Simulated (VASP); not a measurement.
# BP (I-4m2) in VASP: a series of runs, part 2 of 2

VASP 6.6.1. The steps go on from the part before.

**4. Single point, LDA (strain -0.080 along x and y, +0.000 along z)**

INCAR

```
ALGO = Normal
EDIFF = 1E-6
ENCUT = 500
GGA = CA
GGA_COMPAT = False
ISIF = 2
ISMEAR = 0
LASPH = True
LCHARG = True
LELF = True
LREAL = False
LVHAR = True
LWAVE = False
NBANDS = 11
NELM = 120
PREC = Accurate
SIGMA = 0.05
```

KPOINTS

```
k-points
0
Gamma
  10 10 10
```

POSCAR

```
BP
1.0
    0.0000000000      2.0874800000      2.2690000000
    2.0874800000      0.0000000000      2.2690000000
    2.0874800000      2.0874800000      0.0000000000
B P
1 1
Direct
    0.0000000000      0.0000000000      0.0000000000
    0.7500000000      0.7500000000      0.7500000000
```

The run is started by

```
$ cat potpaw_LDA.64/B/POTCAR potpaw_LDA.64/P/POTCAR > POTCAR
$ mpirun -np 1 vasp_std > vasp.out
```

It took 12 s on 1 thread of AMD EPYC 9R45 (Zen 5), shared host; peak memory 0.1 GiB.

Results (log left out):

| Item | Value |
| --- | --- |
| Free energy | -14.0623 eV |
| Pressure | 30.0 GPa |
| Band gap on the k mesh | 0.32 eV, indirect (least direct gap 3.28 eV) |

Stress tensor (GPa, compression positive):
```
39.40  0.00  0.00
 0.00 39.40  0.00
 0.00  0.00 11.16
```

Levels at points of the mesh, in eV from the valence-band top:
```
           k point  band 2  band 3  band 4  band 5  band 6  band 7
(0.00, 0.00, 0.00)   -0.97    0.00    0.00    3.28    3.28    3.68
(0.50, 0.00, 0.00)  -10.58   -2.92   -1.59    3.14    5.03    5.36
(0.50, 0.50, 0.00)  -10.25   -4.33   -4.33    1.31    2.04   13.35
(0.50, 0.00, 0.50)   -9.39   -5.44   -5.23    0.37    0.68   11.83
```

Caveat: the cell differs from its parent crystal (strain -0.080 along x and y, +0.000 along z).

**5. Single point, LDA (strain -0.040 along x and y, -0.080 along z)**

INCAR

```
SYSTEM = BP
ALGO = Normal
EDIFF = 1E-6
ENCUT = 500
GGA = CA
GGA_COMPAT = .False.
ISIF = 2
ISMEAR = 0
LASPH = .True.
LCHARG = .True.
LELF = .True.
LREAL = .False.
LVHAR = .True.
LWAVE = .False.
NBANDS = 11
NELM = 120
PREC = Accurate
SIGMA = 0.05
```

KPOINTS

```
k-points
0
Gamma
  10 10 10
  0 0 0
```

POSCAR

```
BP
1.0
    0.0000000000      2.1782400000      2.0874800000
    2.1782400000      0.0000000000      2.0874800000
    2.1782400000      2.1782400000      0.0000000000
B P
1 1
Direct
    0.0000000000      0.0000000000      0.0000000000
    0.7500000000      0.7500000000      0.7500000000
```

Potentials or basis: VASP PAW LDA potentials, release 64 (B, P).

The run is started by

```
$ cat potpaw_LDA.64/B/POTCAR potpaw_LDA.64/P/POTCAR > POTCAR
$ mpirun -np 1 vasp_std > vasp.out
```

OUTCAR:

```text
SYSTEM = BP
   EDIFF = 1E-6
   ENCUT = 500
   GGA = CA
   ISIF = 2
   ISMEAR = 0
   LASPH = .True.
   LREAL = .False.
   NELM = 120
   PREC = Accurate

 ion  position               nearest neighbor table
   1  0.000  0.000  0.000-   2 1.86   2 1.86   2 1.86   2 1.86
   2  0.750  0.750  0.750-   1 1.86   1 1.86   1 1.86   1 1.86

  LATTYP: Found a body centered tetragonal cell.
 ALAT       =     3.0804965501
 C/A-ratio  =     1.3552879973

  Lattice vectors:

 A1 = (   0.0000000000,  -2.1782400000,  -2.0874800000)
 A2 = (   0.0000000000,   2.1782400000,  -2.0874800000)
 A3 = (   2.1782400000,   0.0000000000,   2.0874800000)

Analysis of symmetry for initial positions (statically):
=====================================================================
 Subroutine PRICEL returns:
 Original cell was already a primitive cell.

 Routine SETGRP: Setting up the symmetry group for a
 body centered tetragonal supercell.

 Subroutine GETGRP returns: Found  8 space group operations
 (whereof  8 operations were pure point group operations)
 out of a pool of 16 trial point group operations.

The static configuration has the point symmetry D_2d.

Analysis of symmetry for dynamics (positions and initial velocities):
=====================================================================
 Subroutine PRICEL returns:
 Original cell was already a primitive cell.

 Routine SETGRP: Setting up the symmetry group for a
 body centered tetragonal supercell.

 Subroutine GETGRP returns: Found  8 space group operations
 (whereof  8 operations were pure point group operations)
 out of a pool of 16 trial point group operations.

The dynamic configuration has the point symmetry D_2d.

 Subroutine INISYM returns: Found  8 space group operations
 (whereof  8 operations are pure point group operations),
 and found     1 'primitive' translations

----------------------------------------------------------------------------------------

                                     Primitive cell
[... 114 lines left out ...]
  Thomas-Fermi vector in A             =   2.345645
   LORBIT       =      0    0 simple, 1 ext, 2 COOP (PROOUT), +10 PAW based schemes
   GGA     = CA    functional components
   LHFCALC =     F    Hartree Fock is set to
   AEXX    =    0.0000 exact exchange contribution
   IVDW    =     0    specifies the selected vdW correction
   LEPSILON=     F    determine dielectric tensor
   LRPA    =     F    only Hartree local field effects (RPA)
 non-spin polarized calculation
 Gauss-broadening in eV      SIGMA  =   0.05
  energy-cutoff  :      500.00
  volume of cell :       19.81
 maximum number of plane-waves:       523
 NGX is ok and might be reduce to    24
   NGX = 11   NGY = 11   NGZ = 11

 number of electron       8.0000000 magnetization

 Free energy of the ion-electron system (eV)
  ---------------------------------------------------
  ext. energy  EPLUGINS =         0.00000000
  ---------------------------------------------------
  free energy    TOTEN  =       -14.14056279 eV

  energy without entropy =      -14.14056279  energy(sigma->0) =      -14.14056279

 E-fermi :   9.9261     XC(G=0): -11.7843

 val. band max:        9.7691212181   @ k =   0.0000   0.0000   0.0000
 cond. band min:      10.0882762550   @ k =   0.4000   0.4000   0.0000
 fundamental gap:      0.3191550369
 Fermi energy:         9.9261175057

 k-point     1 :       0.0000    0.0000    0.0000
  band No.  band energies     occupation
      1      -7.4271      2.00000
      2       9.3472      2.00000
      3       9.3472      2.00000
      4       9.7691      1.99999
      5      13.0451      0.00000
      6      13.2722      0.00000
      7      13.2722      0.00000
      8      19.4629      0.00000
      9      21.5597      0.00000
     10      22.0462      0.00000
     11      22.7483      0.00000
[... 309 lines left out ...]
 k-point    24 :       0.4000    0.3000    0.0000
  band No.  band energies     occupation
      1      -3.8681      2.00000
      2       3.2276      2.00000
      3       4.8053      2.00000
      4       5.1616      2.00000
      5      10.7702      0.00000
      6      12.7046      0.00000
      7      19.8770      0.00000
      8      20.1768      0.00000
      9      25.5959      0.00000
     10      25.7357      0.00000
     11      29.2577      0.00000

 [... further k-points ...]
[... 5 lines left out ...]
  --------------------------------------------------------------------------------------
  -------------------------------------------------------------------------------------
  Total        3.1832275      3.1832275      4.6543792      0.0000000      0.0000000     -0.0000000
  in kB      257.4627955    257.4627955    376.4510952      0.0000000      0.0000000     -0.0000000
  external PRESSURE =     297.1255621 kB  Pullay stress =       0.0000000 kB

 VOLUME and BASIS-vectors are now :
 -----------------------------------------------------------------------------
  energy-cutoff  :      500.00
  volume of cell :       19.81
      direct lattice vectors                 reciprocal lattice vectors
     0.000000000  2.178240000  2.087480000    -0.229543117  0.229543117  0.239523253
     2.178240000  0.000000000  2.087480000     0.229543117 -0.229543117  0.239523253
     2.178240000  2.178240000  0.000000000     0.229543117  0.229543117 -0.239523253

 POSITION                                       TOTAL-FORCE (eV/Angst)
 -----------------------------------------------------------------------------------
      0.00000      0.00000      0.00000         0.000000      0.000000     -0.000000
      3.26736      3.26736      3.13122        -0.000000     -0.000000      0.000000
 -----------------------------------------------------------------------------------
    total drift:                               -0.000000     -0.000000      0.000000

  FREE ENERGIE OF THE ION-ELECTRON SYSTEM (eV)
  ---------------------------------------------------
  free  energy   TOTEN  =       -14.1405627889 eV

  energy  without entropy=      -14.1405627859  energy(sigma->0) =      -14.14056279
```

Run time: 12 s. Hardware: 1 thread of AMD EPYC 9R45 (Zen 5), shared host; peak memory 0.1 GiB.

What came out:

```
Free energy            : -14.1406 eV
Pressure               : 29.7 GPa
Band gap on the k mesh : 0.32 eV, indirect (least direct gap 3.28 eV)
```

Stress tensor (GPa, compression positive):
```
25.75  0.00  0.00
 0.00 25.75  0.00
 0.00  0.00 37.65
```

Caveat: the cell differs from its parent crystal (strain -0.040 along x and y, -0.080 along z).

**6. Single point, LDA (strain -0.080 along x and y, +0.040 along z)**

INCAR

```
  PREC = Accurate
  ENCUT = 500
  EDIFF = 1E-6
  ISMEAR = 0
  SIGMA = 0.05
  LREAL = False
  LASPH = True
  NELM = 120
  ALGO = Normal
  ISIF = 2
  LWAVE = False
  LCHARG = False
  NBANDS = 11
  GGA_COMPAT = False
```

KPOINTS

```
Automatic mesh
0
Gamma
  10 10 10
```

POSCAR

```
BP
1.0
    0.0000000000      2.0874800000      2.3597600000
    2.0874800000      0.0000000000      2.3597600000
    2.0874800000      2.0874800000      0.0000000000
B P
1 1
Direct
    0.0000000000      0.0000000000      0.0000000000
    0.7500000000      0.7500000000      0.7500000000
```

Potentials or basis: VASP PAW LDA potentials, release 64 (B, P).

The run is started by

```
$ cat potpaw_LDA.64/B/POTCAR potpaw_LDA.64/P/POTCAR > POTCAR
$ mpirun -np 1 vasp_std > vasp.out
```

Run time: 12 s. Hardware: 1 thread of AMD EPYC 9R45 (Zen 5), shared host; peak memory 0.1 GiB.

It converged, with:

```
Free energy            : -14.0677 eV
Pressure               : 19.5 GPa
Band gap on the k mesh : 0.06 eV, indirect (least direct gap 3.00 eV)
```

Stress tensor (GPa, compression positive):
```
33.59  0.00  0.00
 0.00 33.59  0.00
 0.00  0.00 -8.73
```

Levels at points of the mesh, in eV from the valence-band top:
| k point | band 1 | band 2 | band 3 | band 4 | band 5 | band 6 | band 7 | band 8 |
| --- | --- | --- | --- | --- | --- | --- | --- | --- |
| (0.00, 0.00, 0.00) | -17.07 | -1.47 | 0.00 | 0.00 | 3.00 | 3.00 | 3.58 | 8.28 |
| (0.50, 0.00, 0.00) | -13.19 | -10.44 | -3.33 | -1.42 | 2.30 | 5.04 | 5.42 | 10.10 |
| (0.50, 0.50, 0.00) | -12.48 | -10.43 | -4.05 | -4.05 | 1.52 | 2.30 | 12.74 | 12.74 |
| (0.50, 0.00, 0.50) | -11.04 | -9.22 | -5.61 | -5.31 | 0.17 | 0.37 | 10.64 | 13.46 |

Caveat: the cell differs from its parent crystal (strain -0.080 along x and y, +0.040 along z).

**7. The runs side by side**

| cell | cutoff (eV) | gap on the mesh (eV) | pressure (GPa) |
| --- | --- | --- | --- |
| a = 3.279, b = 3.279, c = 3.080 Å, angles 62.0, 62.0, 56.0°, 2 atoms | 520 | 0.29 | -4.7 |
| a = 3.219, b = 3.219, c = 3.466 Å, angles 57.4, 57.4, 65.1°, 2 atoms | 520 | none | -15.2 |
| a = 3.083, b = 3.083, c = 2.952 Å, angles 61.4, 61.4, 57.2°, 2 atoms | 500 | 0.32 | 30.0 |
| a = 3.017, b = 3.017, c = 3.080 Å, angles 59.3, 59.3, 61.4°, 2 atoms | 500 | 0.32 | 29.7 |
| a = 3.151, b = 3.151, c = 2.952 Å, angles 62.1, 62.1, 55.9°, 2 atoms | 500 | 0.06 | 19.5 |

Alike in all rows: task single point; level LDA; potentials or basis VASP PAW LDA potentials, release 64 (B, P); no spin polarisation; k mesh 10 × 10 × 10; smearing gaussian 0.05 eV.

Absolute energies hang on the potentials; compare differences alone.
